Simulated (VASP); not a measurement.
# Mn (P6_3/mmc) in VASP: a series of runs

Mn is run at these levels: PBEsol; tasks: relaxation of cell and atoms, single point.

All numbers are computed with VASP 6.6.1; they aren't measurements. Logs are shortened: lines on timing, memory, paths and dates and some standing lists are left out, and cuts for length are marked.

### Step 1. The cell of the first run

The structure is hexagonal, space group P6_3/mmc (No. 194). The conventional cell has a = 2.552 Å, b = 2.552 Å, c = 4.167 Å, α = 90.00°, β = 90.00°, γ = 120.00°. Mn (site symmetry -6m2) has 12 Mn at 2.55 Å within 3.4 Å.

This isn't the form of Mn at room conditions, which is a 58-atom cubic cell.

### Step 2. Relaxation of cell and atoms, PBEsol

INCAR

```
SYSTEM = Mn
  PREC = Accurate
  ENCUT = 600
  EDIFF = 1E-7
  ISMEAR = -1
  SIGMA = 0.1
  LREAL = .FALSE.
  LASPH = .TRUE.
  NELM = 100
  ALGO = Normal
  ISIF = 3
  LWAVE = .FALSE.
  LCHARG = .FALSE.
  GGA = PS
  IBRION = 2
  NSW = 80
  EDIFFG = -0.01
```

KPOINTS

```
Automatic mesh
0
G
  14 14 8
  0 0 0
```

POSCAR

```
Mn
1.0
    2.5517868831      0.0000000000      0.0000000000
   -1.2758934415      2.2099122658      0.0000000000
    0.0000000000      0.0000000000      4.1670679801
Mn
2
Direct
    0.3333333333      0.6666666667      0.2500000000
    0.6666666667      0.3333333333      0.7500000000
```

Potentials or basis: VASP PAW PBE potentials, release 64 (Mn_pv).

On the command line:

```
> cat potpaw_PBE.64/Mn_pv/POTCAR > POTCAR
> mpirun -np 1 vasp_std > vasp.out
```

OUTCAR:

```text
SYSTEM = Mn
   PREC = Accurate
   ENCUT = 600
   EDIFF = 1E-7
   ISMEAR = -1
   LREAL = .FALSE.
   LASPH = .TRUE.
   NELM = 100
   ISIF = 3
   GGA = PS
   IBRION = 2
   NSW = 80
   EDIFFG = -0.01

 ion  position               nearest neighbor table
   1  0.333  0.667  0.250-   2 2.55   2 2.55   2 2.55   2 2.55   2 2.55   2 2.55
   2  0.667  0.333  0.750-   1 2.55   1 2.55   1 2.55   1 2.55   1 2.55   1 2.55

  LATTYP: Found a hexagonal cell.
 ALAT       =     2.5517868831
 C/A-ratio  =     1.6330000000

  Lattice vectors:

 A1 = (   2.5517868831,   0.0000000000,   0.0000000000)
 A2 = (  -1.2758934415,   2.2099122658,   0.0000000000)
 A3 = (   0.0000000000,   0.0000000000,   4.1670679801)

Analysis of symmetry for initial positions (statically):
=====================================================================
 Subroutine PRICEL returns:
 Original cell was already a primitive cell.

 Routine SETGRP: Setting up the symmetry group for a
 hexagonal supercell.

 Subroutine GETGRP returns: Found 24 space group operations
 (whereof 12 operations were pure point group operations)
 out of a pool of 24 trial point group operations.

The static configuration has the point symmetry D_3d.
 The point group associated with its full space group is D_6h.

Analysis of symmetry for dynamics (positions and initial velocities):
=====================================================================
 Subroutine PRICEL returns:
 Original cell was already a primitive cell.

 Routine SETGRP: Setting up the symmetry group for a
 hexagonal supercell.

 Subroutine GETGRP returns: Found 24 space group operations
 (whereof 12 operations were pure point group operations)
 out of a pool of 24 trial point group operations.

The dynamic configuration has the point symmetry D_3d.
 The point group associated with its full space group is D_6h.

 Subroutine INISYM returns: Found 24 space group operations
 (whereof 12 operations are pure point group operations),
 and found     1 'primitive' translations

----------------------------------------------------------------------------------------

                                     Primitive cell

  volume of cell :      23.4990

  direct lattice vectors                    reciprocal lattice vectors
     2.551786883  0.000000000  0.000000000     0.391882256  0.226253326  0.000000000
    -1.275893442  2.209912266  0.000000000     0.000000000  0.452506652  0.000000000
     0.000000000  0.000000000  4.167067980     0.000000000  0.000000000  0.239976887

  length of vectors
     2.551786883  2.551786883  4.167067980     0.452506652  0.452506652  0.239976887

  position of ions in fractional coordinates (direct lattice)
     0.333333333  0.666666667  0.250000000
     0.666666667  0.333333333  0.750000000

  ion indices of the primitive-cell ions
   primitive index   ion index
                 1           1
                 2           2

----------------------------------------------------------------------------------------

 KPOINTS: Automatic mesh

Automatic generation of k-mesh.
 Grid dimensions read from file:
 generate k-points for:   14   14    8

 Generating k-lattice:

  Cartesian coordinates                     Fractional coordinates (reciprocal lattice)
     0.027991590  0.016160952  0.000000000     0.071428571 -0.000000000  0.000000000
     0.000000000  0.032321904  0.000000000     0.000000000  0.071428571  0.000000000
     0.000000000  0.000000000  0.029997111     0.000000000  0.000000000  0.125000000

  Length of vectors
     0.032321904  0.032321904  0.029997111

  Shift w.r.t. Gamma in fractional coordinates (k-lattice)
     0.000000000  0.000000000  0.000000000

 Subroutine IBZKPT returns following result:
 ===========================================

 Found    120 irreducible k-points:

 Following reciprocal coordinates:
            Coordinates               Weight
  0.000000  0.000000  0.000000      1.000000
  0.071429  0.000000  0.000000      6.000000
  0.142857  0.000000  0.000000      6.000000
  0.214286  0.000000  0.000000      6.000000
  0.285714  0.000000  0.000000      6.000000
  0.357143  0.000000  0.000000      6.000000
[... 16 lines left out ...]
  0.285714  0.285714  0.000000      6.000000
  0.357143  0.285714  0.000000      6.000000
 [... further k-points ...]
   k-points           NKPTS =    120   k-points in BZ     NKDIM =    120   number of bands    NBANDS=     17
   number of dos      NEDOS =    301   number of ions     NIONS =      2
   total plane-waves  NPLWV =  14400
   dimension x,y,z NGX =    20 NGY =   20 NGZ =   36
   dimension x,y,z NGXF=    40 NGYF=   40 NGZF=   72
   ions per type =               2
   NGX,Y,Z   is equivalent  to a cutoff of  13.03, 13.03, 14.36 a.u.
   NGXF,Y,Z  is equivalent  to a cutoff of  26.06, 26.06, 28.72 a.u.
 SYSTEM =  Mn
   PREC   = accura    normal or accurate (medium, high low for compatibility)
   ISTART =      0    job   : 0-new  1-cont  2-samecut
   ICHARG =      2    charge: 1-file 2-atom 10-const
   ISPIN  =      1    spin polarized calculation?
   LNONCOLLINEAR =      F non collinear calculations
   LSORBIT =      F    spin-orbit coupling
   LASPH  =      T    aspherical Exc in radial PAW
   ENCUT  =  600.0 eV  44.10 Ry    6.64 a.u.   5.10  5.10  8.32*2*pi/ulx,y,z
   NELM   =    100;   NELMIN=  2; NELMDL= -5     # of ELM steps
   EDIFF  = 0.1E-06   stopping-criterion for ELM
   LREAL  =      F    real-space projection
   EDIFFG = -.1E-01   stopping-criterion for IOM
   NSW    =     80    number of steps for IOM
   IBRION =      2    ionic relax: 0-MD 1-quasi-New 2-CG
   NFREE  =      1    steps in history (QN), initial steepest desc. (CG)
   ISIF   =      3    stress and relaxation
   ISYM   =      2    0-nonsym 1-usesym 2-fastsym
   POTIM  = 0.5000    time-step for ionic-motion
   TEBEG  =    0.0;   TEEND  =   0.0 temperature during run
   PSTRESS=    0.0 pullay stress
   NELECT =      26.0000    total number of electrons
   NUPDOWN=      -1.0000    fix difference up-down
   EMIN   =  10.00;   EMAX   =-10.00  energy-range for DOS
   EFERMI =   0.00;   METHOD = LEGACY
   ISMEAR =    -1;   SIGMA  =   0.10  broadening in eV -4-tet -1-fermi 0-gaus
   EFERMI_NEDOS =   21; number of points for ismear=-14 and -15
   IALGO  =     38    algorithm
   IMIX   =      4    mixing-type and parameters
     AMIX     =   0.40;   BMIX     =  1.00
     AMIX_MAG =   1.60;   BMIX_MAG =  1.00
  volume/ion in A,a.u.               =      11.75        79.29
  Fermi-wavevector in a.u.,A,eV,Ry     =   1.693230  3.199741 39.008279  2.867028
  Thomas-Fermi vector in A             =   2.774673
   LORBIT       =      0    0 simple, 1 ext, 2 COOP (PROOUT), +10 PAW based schemes
   GGA     = PS    functional components
   LHFCALC =     F    Hartree Fock is set to
   AEXX    =    0.0000 exact exchange contribution
   IVDW    =     0    specifies the selected vdW correction
   LEPSILON=     F    determine dielectric tensor
   LRPA    =     F    only Hartree local field effects (RPA)
 conjugate gradient relaxation of ions
 non-spin polarized calculation
  energy-cutoff  :      600.00
  volume of cell :       23.50
 maximum number of plane-waves:       797
   NGX = 11   NGY = 11   NGZ = 17

--------------------------------------- Ionic step        1  -------------------------------------------

 number of electron      25.9999991 magnetization

 Free energy of the ion-electron system (eV)
  ---------------------------------------------------
  ext. energy  EPLUGINS =         0.00000000
  ---------------------------------------------------
  free energy    TOTEN  =       -19.16229454 eV

  energy without entropy =      -19.05532971  energy(sigma->0) =      -19.10881212

 E-fermi :   9.0074     XC(G=0): -13.6509

 val. band max:        9.0046623157   @ k =   0.3571   0.2143   0.3750
 cond. band min:       9.0088508904   @ k =   0.2857   0.2857   0.5000
 fundamental gap:      0.0041885747
 Fermi energy:         9.0073508465

 k-point     1 :       0.0000    0.0000    0.0000
  band No.  band energies     occupation
      1     -38.9940      2.00000
      2     -38.4963      2.00000
      3     -38.4963      2.00000
      4     -38.4231      2.00000
      5     -38.4200      2.00000
      6     -38.4200      2.00000
[... 9 lines left out ...]
     16       9.5164      0.01223
     17      10.4167      0.00000
[... 443 lines left out ...]
      1     -38.8525      2.00000
      2     -38.7665      2.00000
      3     -38.7559      2.00000
      4     -38.6630      2.00000
      5     -38.6592      2.00000
      6     -38.6173      2.00000
[... 9 lines left out ...]
     16      10.4025      0.00000
     17      14.5312      0.00000

 [... further k-points ...]

------------------------ aborting loop because EDIFF is reached ----------------------------------------

  FORCE on cell =-STRESS in cart. coord.  units (eV):
  Direction    XX          YY          ZZ          XY          YZ          ZX
  --------------------------------------------------------------------------------------
  -------------------------------------------------------------------------------------
  Total       -4.2361273     -4.2361273     -4.6660744     -0.0000000     -0.0000000      0.0000000
  in kB     -288.8215330   -288.8215330   -318.1355663     -0.0000000     -0.0000000      0.0000000
  external PRESSURE =    -298.5928774 kB  Pullay stress =       0.0000000 kB
[... 273 lines left out ...]
  energy  without entropy=      -19.3738267167  energy(sigma->0) =      -19.41835417

--------------------------------------- Ionic step        9  -------------------------------------------

 number of electron      26.0000001 magnetization

 Free energy of the ion-electron system (eV)
  ---------------------------------------------------
  ext. energy  EPLUGINS =         0.00000000
  ---------------------------------------------------
  free energy    TOTEN  =       -19.46290745 eV

  energy without entropy =      -19.37399992  energy(sigma->0) =      -19.41845369

 E-fermi :  10.7744     XC(G=0): -14.4336

 val. band max:       10.7541171163   @ k =   0.2857   0.2143   0.5000
 cond. band min:      10.7815787297   @ k =   0.2857   0.2857   0.5000
 fundamental gap:      0.0274616134
 Fermi energy:        10.7744457448

 k-point     1 :       0.0000    0.0000    0.0000
  band No.  band energies     occupation
      1     -37.4158      2.00000
      2     -36.6597      2.00000
      3     -36.6597      2.00000
      4     -36.5390      2.00000
      5     -36.5390      2.00000
      6     -36.5184      2.00000
[... 9 lines left out ...]
     16      11.5953      0.00054
     17      12.4820      0.00000
[... 443 lines left out ...]
      1     -37.1938      2.00000
      2     -37.0540      2.00000
      3     -37.0423      2.00000
      4     -36.8991      2.00000
      5     -36.8852      2.00000
      6     -36.8274      2.00000
[... 9 lines left out ...]
     16      12.5313      0.00000
     17      17.0633      0.00000

 [... further k-points ...]

------------------------ aborting loop because EDIFF is reached ----------------------------------------

  FORCE on cell =-STRESS in cart. coord.  units (eV):
  Direction    XX          YY          ZZ          XY          YZ          ZX
  --------------------------------------------------------------------------------------
  -------------------------------------------------------------------------------------
  Total        0.0000295      0.0000295     -0.0006499      0.0000000     -0.0000000      0.0000000
  in kB        0.0022911      0.0022911     -0.0504264      0.0000000     -0.0000000      0.0000000
  external PRESSURE =      -0.0152814 kB  Pullay stress =       0.0000000 kB
[... 17 lines left out ...]
  FREE ENERGIE OF THE ION-ELECTRON SYSTEM (eV)
  ---------------------------------------------------
  free  energy   TOTEN  =       -19.4629074507 eV

  energy  without entropy=      -19.3739999227  energy(sigma->0) =      -19.41845369

 reached required accuracy - stopping structural energy minimisation
```

Run time: 7.2 min. Hardware: 1 thread of Intel Xeon 8259CL, shared host; peak memory 0.18 GiB.

What came out:

- Free energy: -19.4629 eV
- Relaxed volume: 10.32 Å³/atom
- Relaxed cell: a = 2.453 Å, b = 2.453 Å, c = 3.961 Å, α = 90.00°, β = 90.00°, γ = 120.00°
- Space group after relaxing (to 0.1 Å): P6_3/mmc (No. 194)
- Energy gained by relaxing: 150.3 meV/atom
- Ionic steps: 9
- Pressure after relaxing: 0.0 GPa
- Band gap on the k mesh: zero (bands 13 and 14 overlap by 2.11 eV)

Step by step:
```
step  energy change (eV)  largest force (eV/Å)  pressure (GPa)  volume (Å³)
   1              0.0000                0.0000          -29.86        23.50
   2              0.6968                0.0000          100.17        16.81
   3             -0.2986                0.0000           -2.32        20.81
   4             -0.2998                0.0000           -0.54        20.69
   5             -0.2998                0.0000            0.24        20.63
   6             -0.3006                0.0000            0.23        20.63
   7             -0.3006                0.0000            0.23        20.63
   8             -0.3006                0.0000           -0.35        20.67
   9             -0.3006                0.0000            0.00        20.65
```

Final structure:
```
Mn
1.0
     2.45340    0.00000    0.00000
    -1.22670    2.12471    0.00000
     0.00000    0.00000    3.96129
Mn
2
Direct
  0.33333 0.66667 0.25000
  0.66667 0.33333 0.75000
```

Levels at points of the mesh, in eV from the Fermi level:
| k point | band 11 | band 12 | band 13 | band 14 | band 15 | band 16 |
| --- | --- | --- | --- | --- | --- | --- |
| (0.00, 0.00, 0.00) | -1.01 | -0.51 | -0.51 | 0.04 | 0.04 | 0.82 |
| (0.50, 0.00, 0.00) | -1.24 | -0.97 | -0.42 | 1.92 | 2.09 | 2.15 |
| (0.00, 0.00, 0.50) | -1.10 | -1.10 | -1.10 | -1.10 | 1.26 | 1.26 |
| (0.50, 0.00, 0.50) | 0.19 | 0.19 | 0.91 | 0.91 | 2.06 | 2.06 |

Caveat: the PAW data sets were made with another functional, which shifts forces and pressure a little; the run has no spin polarisation, though such a crystal can be magnetic. Spin polarisation is off, so any magnetic state and its effect on volume and gap are missing.

### Step 3. Single point, PBEsol

This run uses another cell than the first one, of 10.33 Å³/atom.

INCAR

```
ALGO = Normal
EDIFF = 1E-6
ENCUT = 520
GGA = PS
ISIF = 2
ISMEAR = -1
LASPH = T
LCHARG = F
LREAL = F
LWAVE = F
NBANDS = 20
NELM = 100
PREC = Accurate
SIGMA = 0.1
```

KPOINTS

```
k-points
0
Gamma
  24 24 13
```

POSCAR

```
Mn
1.0
    2.4535099019      0.0000000000      0.0000000000
   -1.2267549509      2.1248019035      0.0000000000
    0.0000000000      0.0000000000      3.9634435015
Mn
2
Direct
    0.3333333333      0.6666666667      0.2500000000
    0.6666666667      0.3333333333      0.7500000000
```

Potentials or basis: VASP PAW PBE potentials, release 64 (Mn_pv).

On the command line:

```
> cat potpaw_PBE.64/Mn_pv/POTCAR > POTCAR
> mpirun -np 1 vasp_std > vasp.out
```

Run time: 2 min. Hardware: 1 thread of Intel Xeon 8259CL, shared host; peak memory 0.24 GiB.

The run converged. Its results:

```
Free energy            : -19.4593 eV
Pressure               : 0.0 GPa
Band gap on the k mesh : zero (bands 13 and 14 overlap by 2.22 eV)
```

Stress tensor (GPa, compression positive):
```
 0.05  0.00  0.00
 0.00  0.05  0.00
 0.00  0.00 -0.14
```

Levels at points of the mesh, in eV from the Fermi level:
| k point | band 11 | band 12 | band 13 | band 14 | band 15 | band 16 |
| --- | --- | --- | --- | --- | --- | --- |
| (0.00, 0.00, 0.00) | -1.01 | -0.51 | -0.51 | 0.04 | 0.04 | 0.81 |
| (0.50, 0.00, 0.00) | -1.24 | -0.97 | -0.43 | 1.92 | 2.09 | 2.15 |

Caveat: the PAW data sets were made with another functional, which shifts forces and pressure a little; the run has no spin polarisation, though such a crystal can be magnetic.
